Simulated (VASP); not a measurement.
# GaSb3 (Fmmm) in VASP: single point with PBE+D3(BJ)

Aim: the single point of GaSb3 with PBE+D3(BJ).

All numbers are computed with VASP 6.6.1; they aren't measurements. Logs are shortened: lines on timing, memory, paths and dates and some standing lists are left out, and cuts for length are marked.

## Step 1: The cell of the first run

Symmetry: Fmmm, No. 69, orthorhombic system. The conventional cell has a = 7.186 Å, b = 7.296 Å, c = 7.405 Å, α = 90.00°, β = 90.00°, γ = 90.00°. Ga (site symmetry mmm) has 14 Sb at 3.16 to 3.70 Å within 4.2 Å. Sb (site symmetry 222) has 4 Ga at 3.16 Å and 10 Sb at 3.16 to 3.70 Å within 4.2 Å. Within 4.2 Å of Sb (site symmetry mmm) lie 8 Sb at 3.16 Å and 6 Ga at 3.59 to 3.70 Å.

## Step 2: Single point, PBE+D3(BJ) (strain +0.0150 x Voigt [1, -1, 0, 0, 0, 0])

INCAR

```
SYSTEM = GaSb3
ALGO = Normal
EDIFF = 1E-7
ENCUT = 520
GGA = PE
ISIF = 2
ISMEAR = 0
IVDW = 12
LASPH = .True.
LCHARG = .False.
LREAL = .False.
LWAVE = .False.
NBANDS = 22
NELM = 80
PREC = Accurate
SIGMA = 0.15
```

KPOINTS

```
k-points
0
Gamma
  12 12 12
  0 0 0
```

POSCAR

```
GaSb3
1.0
    0.0000000000      3.5931717490      3.6478901005
    3.7026084520      0.0000000000      3.6478901005
    3.7026084520      3.5931717490      0.0000000000
Ga Sb
1 3
Direct
    0.0000000000      0.0000000000      0.0000000000
    0.2500000000      0.2500000000      0.2500000000
    0.7500000000      0.7500000000      0.7500000000
    0.5000000000      0.5000000000      0.5000000000
```

Potentials or basis: VASP PAW PBE potentials, release 64 (Ga_d, Sb).

Launch:

```
$ cat potpaw_PBE.64/Ga_d/POTCAR potpaw_PBE.64/Sb/POTCAR > POTCAR
$ mpirun -np 1 vasp_std > vasp.out
```

OUTCAR:

```text
SYSTEM = GaSb3
   EDIFF = 1E-7
   ENCUT = 520
   GGA = PE
   ISIF = 2
   ISMEAR = 0
   IVDW = 12
   LASPH = .True.
   LREAL = .False.
   NELM = 80
   PREC = Accurate
 IVDW          = 12

 ion  position               nearest neighbor table
   1  0.000  0.000  0.000-   2 3.16   3 3.16   3 3.16   3 3.16   3 3.16   2 3.16   2 3.16   2 3.16

   2  0.250  0.250  0.250-   1 3.16   4 3.16   1 3.16   1 3.16   1 3.16   4 3.16   4 3.16   4 3.16
                             3 3.59   3 3.59   3 3.65   3 3.65   3 3.70   3 3.70
   3  0.750  0.750  0.750-   1 3.16   4 3.16   4 3.16   4 3.16   4 3.16   1 3.16   1 3.16   1 3.16
                             2 3.59   2 3.59   2 3.65   2 3.65   2 3.70   2 3.70
   4  0.500  0.500  0.500-   2 3.16   3 3.16   2 3.16   2 3.16   2 3.16   3 3.16   3 3.16   3 3.16

  LATTYP: Found a face centered orthorhombic cell.
 ALAT       =     7.1863434980
 B/A-ratio  =     1.0152284264
 C/A-ratio  =     1.0304568528

  Lattice vectors:

 A1 = (  -3.7026084520,   0.0000000000,  -3.6478901005)
 A2 = (  -3.7026084520,   3.5931717490,   0.0000000000)
 A3 = (   0.0000000000,   3.5931717490,  -3.6478901005)

Analysis of symmetry for initial positions (statically):
=====================================================================
 Subroutine PRICEL returns:
 Original cell was already a primitive cell.

 Routine SETGRP: Setting up the symmetry group for a
 face centered orthorhombic supercell.

 Subroutine GETGRP returns: Found  8 space group operations
 (whereof  8 operations were pure point group operations)
 out of a pool of  8 trial point group operations.

The static configuration has the point symmetry D_2h.

Analysis of symmetry for dynamics (positions and initial velocities):
=====================================================================
 Subroutine PRICEL returns:
 Original cell was already a primitive cell.

 Routine SETGRP: Setting up the symmetry group for a
 face centered orthorhombic supercell.

 Subroutine GETGRP returns: Found  8 space group operations
 (whereof  8 operations were pure point group operations)
 out of a pool of  8 trial point group operations.

The dynamic configuration has the point symmetry D_2h.

 Subroutine INISYM returns: Found  8 space group operations
 (whereof  8 operations are pure point group operations),
 and found     1 'primitive' translations

----------------------------------------------------------------------------------------

                                     Primitive cell

  volume of cell :      97.0638

  direct lattice vectors                    reciprocal lattice vectors
     0.000000000  3.593171749  3.647890101    -0.135039934  0.139152825  0.137065533
     3.702608452  0.000000000  3.647890101     0.135039934 -0.139152825  0.137065533
     3.702608452  3.593171749  0.000000000     0.135039934  0.139152825 -0.137065533

  length of vectors
     5.120350125  5.197731383  5.159475997     0.237457897  0.237457897  0.237457897

  position of ions in fractional coordinates (direct lattice)
     0.000000000  0.000000000  0.000000000
     0.250000000  0.250000000  0.250000000
     0.750000000  0.750000000  0.750000000
     0.500000000  0.500000000  0.500000000

  ion indices of the primitive-cell ions
   primitive index   ion index
                 1           1
                 2           2
                 3           3
                 4           4

----------------------------------------------------------------------------------------

 KPOINTS: k-points

Automatic generation of k-mesh.
 Grid dimensions read from file:
 generate k-points for:   12   12   12

 Generating k-lattice:

  Cartesian coordinates                     Fractional coordinates (reciprocal lattice)
    -0.011253328  0.011596069  0.011422128     0.083333333  0.000000000  0.000000000
     0.011253328 -0.011596069  0.011422128     0.000000000  0.083333333  0.000000000
     0.011253328  0.011596069 -0.011422128    -0.000000000 -0.000000000  0.083333333

  Length of vectors
     0.019788158  0.019788158  0.019788158

  Shift w.r.t. Gamma in fractional coordinates (k-lattice)
     0.000000000  0.000000000  0.000000000

 Subroutine IBZKPT returns following result:
 ===========================================

 Found    280 irreducible k-points:

 Following reciprocal coordinates:
            Coordinates               Weight
  0.000000  0.000000  0.000000      1.000000
  0.083333  0.000000  0.000000      8.000000
  0.166667 -0.000000 -0.000000      8.000000
  0.250000  0.000000 -0.000000      8.000000
  0.333333  0.000000 -0.000000      8.000000
  0.416667 -0.000000 -0.000000      8.000000
[... 16 lines left out ...]
  0.500000  0.166667 -0.000000      8.000000
 -0.416667  0.166667  0.000000      8.000000
 [... further k-points ...]
   k-points           NKPTS =    280   k-points in BZ     NKDIM =    280   number of bands    NBANDS=     22
   number of dos      NEDOS =    301   number of ions     NIONS =      4
   total plane-waves  NPLWV =  64000
   dimension x,y,z NGX =    40 NGY =   40 NGZ =   40
   dimension x,y,z NGXF=    80 NGYF=   80 NGZF=   80
   ions per type =               1   3
   NGX,Y,Z   is equivalent  to a cutoff of  12.99, 12.79, 12.89 a.u.
   NGXF,Y,Z  is equivalent  to a cutoff of  25.97, 25.59, 25.78 a.u.
 SYSTEM =  GaSb3
   PREC   = accura    normal or accurate (medium, high low for compatibility)
   ISTART =      0    job   : 0-new  1-cont  2-samecut
   ICHARG =      2    charge: 1-file 2-atom 10-const
   ISPIN  =      1    spin polarized calculation?
   LNONCOLLINEAR =      F non collinear calculations
   LSORBIT =      F    spin-orbit coupling
   LASPH  =      T    aspherical Exc in radial PAW
   ENCUT  =  520.0 eV  38.22 Ry    6.18 a.u.   9.52  9.66  9.59*2*pi/ulx,y,z
   NELM   =     80;   NELMIN=  2; NELMDL= -5     # of ELM steps
   EDIFF  = 0.1E-06   stopping-criterion for ELM
   LREAL  =      F    real-space projection
   EDIFFG = 0.1E-05   stopping-criterion for IOM
   NSW    =      0    number of steps for IOM
   IBRION =     -1    ionic relax: 0-MD 1-quasi-New 2-CG
   NFREE  =      0    steps in history (QN), initial steepest desc. (CG)
   ISIF   =      2    stress and relaxation
   ISYM   =      2    0-nonsym 1-usesym 2-fastsym
   POTIM  = 0.5000    time-step for ionic-motion
   TEBEG  =    0.0;   TEEND  =   0.0 temperature during run
   PSTRESS=    0.0 pullay stress
   NELECT =      28.0000    total number of electrons
   NUPDOWN=      -1.0000    fix difference up-down
   EMIN   =  10.00;   EMAX   =-10.00  energy-range for DOS
   EFERMI =   0.00;   METHOD = LEGACY
   ISMEAR =     0;   SIGMA  =   0.15  broadening in eV -4-tet -1-fermi 0-gaus
   EFERMI_NEDOS =   21; number of points for ismear=-14 and -15
   IALGO  =     38    algorithm
   IMIX   =      4    mixing-type and parameters
     AMIX     =   0.40;   BMIX     =  1.00
     AMIX_MAG =   1.60;   BMIX_MAG =  1.00
  volume/ion in A,a.u.               =      24.27       163.75
  Fermi-wavevector in a.u.,A,eV,Ry     =   1.081704  2.044124 15.919946  1.170083
  Thomas-Fermi vector in A             =   2.217727
   LORBIT       =      0    0 simple, 1 ext, 2 COOP (PROOUT), +10 PAW based schemes
   GGA     = PE    functional components
   LHFCALC =     F    Hartree Fock is set to
   AEXX    =    0.0000 exact exchange contribution
   IVDW    =    12    specifies the selected vdW correction
   LEPSILON=     F    determine dielectric tensor
   LRPA    =     F    only Hartree local field effects (RPA)
 non-spin polarized calculation
 Gauss-broadening in eV      SIGMA  =   0.15
  energy-cutoff  :      520.00
  volume of cell :       97.06
 maximum number of plane-waves:      2657
 NGX is ok and might be reduce to    40
   NGX = 19   NGY = 19   NGZ = 19

 number of electron      27.9999994 magnetization

 Free energy of the ion-electron system (eV)
  ---------------------------------------------------
  ext. energy  EPLUGINS =         0.00000000
  ---------------------------------------------------
  free energy    TOTEN  =       -14.48735851 eV

  energy without entropy =      -14.46362566  energy(sigma->0) =      -14.47549209

 E-fermi :   8.2656     XC(G=0): -10.4925

 val. band max:        8.2639082717   @ k =   0.3333  -0.2500   0.2500
 cond. band min:       8.2680731780   @ k =  -0.0833   0.4167   0.4167
 fundamental gap:      0.0041649062
 Fermi energy:         8.2655500968

 k-point     1 :       0.0000    0.0000    0.0000
  band No.  band energies     occupation
      1      -6.5586      2.00000
      2      -6.5574      2.00000
      3      -6.5559      2.00000
      4      -6.5435      2.00000
      5      -6.5394      2.00000
      6      -4.6651      2.00000
[... 14 lines left out ...]
     21      15.5050      0.00000
     22      15.5728      0.00000

 k-point     2 :       0.0833    0.0000    0.0000
  band No.  band energies     occupation
      1      -6.5586      2.00000
      2      -6.5574      2.00000
      3      -6.5559      2.00000
      4      -6.5436      2.00000
      5      -6.5395      2.00000
      6      -4.6080      2.00000
[... 14 lines left out ...]
     21      15.0141      0.00000
     22      15.4335      0.00000

 k-point     3 :       0.1667   -0.0000   -0.0000
  band No.  band energies     occupation
      1      -6.5594      2.00000
      2      -6.5571      2.00000
      3      -6.5556      2.00000
      4      -6.5438      2.00000
      5      -6.5396      2.00000
      6      -4.4371      2.00000
[... 14 lines left out ...]
     21      13.8154      0.00000
     22      14.9508      0.00000

 k-point     4 :       0.2500    0.0000   -0.0000
  band No.  band energies     occupation
      1      -6.5610      2.00000
      2      -6.5565      2.00000
      3      -6.5550      2.00000
      4      -6.5440      2.00000
      5      -6.5398      2.00000
      6      -4.1551      2.00000
[... 14 lines left out ...]
     21      13.6462      0.00000
     22      14.1017      0.00000

 k-point     5 :       0.3333    0.0000   -0.0000
  band No.  band energies     occupation
      1      -6.5630      2.00000
      2      -6.5559      2.00000
      3      -6.5544      2.00000
      4      -6.5442      2.00000
      5      -6.5398      2.00000
      6      -3.7700      2.00000
[... 14 lines left out ...]
     21      13.2221      0.00000
     22      14.5021      0.00000

 k-point     6 :       0.4167   -0.0000   -0.0000
  band No.  band energies     occupation
      1      -6.5646      2.00000
      2      -6.5555      2.00000
      3      -6.5541      2.00000
      4      -6.5442      2.00000
      5      -6.5399      2.00000
      6      -3.3136      2.00000
[... 14 lines left out ...]
     21      13.5106      0.00000
     22      15.7517      0.00000

 k-point     7 :       0.5000    0.0000   -0.0000
  band No.  band energies     occupation
      1      -6.5651      2.00000
      2      -6.5553      2.00000
      3      -6.5540      2.00000
      4      -6.5442      2.00000
      5      -6.5399      2.00000
      6      -3.0032      2.00000
[... 324 lines left out ...]
      6      -4.1532      2.00000
[... 14 lines left out ...]
     21      13.7568      0.00000
     22      14.3253      0.00000

 k-point    21 :       0.3333    0.1667    0.0000
  band No.  band energies     occupation
      1      -6.5627      2.00000
      2      -6.5560      2.00000
      3      -6.5537      2.00000
      4      -6.5451      2.00000
      5      -6.5399      2.00000
      6      -3.8365      2.00000
[... 14 lines left out ...]
     21      13.1938      0.00000
     22      14.2855      0.00000

 k-point    22 :       0.4167    0.1667   -0.0000
  band No.  band energies     occupation
      1      -6.5635      2.00000
      2      -6.5560      2.00000
      3      -6.5535      2.00000
      4      -6.5453      2.00000
      5      -6.5401      2.00000
      6      -3.4228      2.00000
[... 14 lines left out ...]
     21      13.9667      0.00000
     22      14.2488      0.00000

 k-point    23 :       0.5000    0.1667   -0.0000
  band No.  band energies     occupation
      1      -6.5637      2.00000
      2      -6.5563      2.00000
      3      -6.5534      2.00000
      4      -6.5452      2.00000
      5      -6.5403      2.00000
      6      -2.9658      2.00000
[... 14 lines left out ...]
     21      13.5998      0.00000
     22      15.5067      0.00000

 k-point    24 :      -0.4167    0.1667    0.0000
  band No.  band energies     occupation
      1      -6.5634      2.00000
      2      -6.5567      2.00000
      3      -6.5536      2.00000
      4      -6.5451      2.00000
      5      -6.5404      2.00000
      6      -2.8480      2.00000
[... 14 lines left out ...]
     21      13.5782      0.00000
     22      16.4725      0.00000

 [... further k-points ...]

------------------------ aborting loop because EDIFF is reached ----------------------------------------

 Edisp (eV)   -1.91789

 E8    (eV) :    -0.8852

  FORCE on cell =-STRESS in cart. coord.  units (eV):
  Direction    XX          YY          ZZ          XY          YZ          ZX
  --------------------------------------------------------------------------------------
  -------------------------------------------------------------------------------------
  Total       0.09267     0.27613     0.22994     0.00000    -0.00000     0.00000
  in kB       1.52958     4.55799     3.79555     0.00000    -0.00000     0.00000
  external pressure =        3.29 kB  Pullay stress =        0.00 kB

 VOLUME and BASIS-vectors are now :
 -----------------------------------------------------------------------------
  energy-cutoff  :      520.00
  volume of cell :       97.06
      direct lattice vectors                 reciprocal lattice vectors
     0.000000000  3.593171749  3.647890101    -0.135039934  0.139152825  0.137065533
     3.702608452  0.000000000  3.647890101     0.135039934 -0.139152825  0.137065533
     3.702608452  3.593171749  0.000000000     0.135039934  0.139152825 -0.137065533

 POSITION                                       TOTAL-FORCE (eV/Angst)
 -----------------------------------------------------------------------------------
      0.00000      0.00000      0.00000        -0.000000     -0.000000      0.000000
      1.85130      1.79659      1.82395        -0.000000      0.000000      0.000000
      5.55391      5.38976      5.47184         0.000000      0.000000     -0.000000
      3.70261      3.59317      3.64789        -0.000000     -0.000000      0.000000
 -----------------------------------------------------------------------------------
    total drift:                               -0.000000      0.000000      0.000000

  FREE ENERGIE OF THE ION-ELECTRON SYSTEM (eV)
  ---------------------------------------------------
  free  energy   TOTEN  =       -16.4052495755 eV

  energy  without entropy=      -16.3815167283  energy(sigma->0) =      -16.39338315
```

It took 7.6 min on 1 thread of Intel Xeon Platinum 8488C (Sapphire Rapids), shared host; peak memory 0.67 GiB.

What came out:

```
Free energy                : -16.4052 eV
Pressure                   : 0.3 GPa
Band gap on the k mesh     : zero (band 14 reaches 9.93 eV, above the bottom of band 15 at 5.73 eV)
Dispersion energy per atom : -0.479 eV
```

Levels at points of the mesh, in eV from the Fermi level:
```csv
k point,band 12,band 13,band 14,band 15,band 16,band 17
"(0.00, 0.00, 0.00)",-2.65,-2.62,-2.56,-2.53,-0.94,-0.79
"(0.50, 0.00, 0.00)",-2.86,-2.77,-0.21,0.13,2.06,2.31
"(0.50, 0.50, 0.00)",0.87,0.91,1.23,1.44,1.75,2.27
"(0.50, 0.00, 0.50)",0.78,0.99,1.07,1.24,1.85,2.11
"(0.00, 0.50, 0.50)",0.98,1.09,1.37,1.42,1.92,2.09
```

Caveat: the cell differs from its parent crystal (strain +0.0150 x Voigt [1, -1, 0, 0, 0, 0]); spin-orbit coupling is left out, which moves the levels of the heavy elements; pairwise dispersion overbinds metals, which lowers pressure and volume.
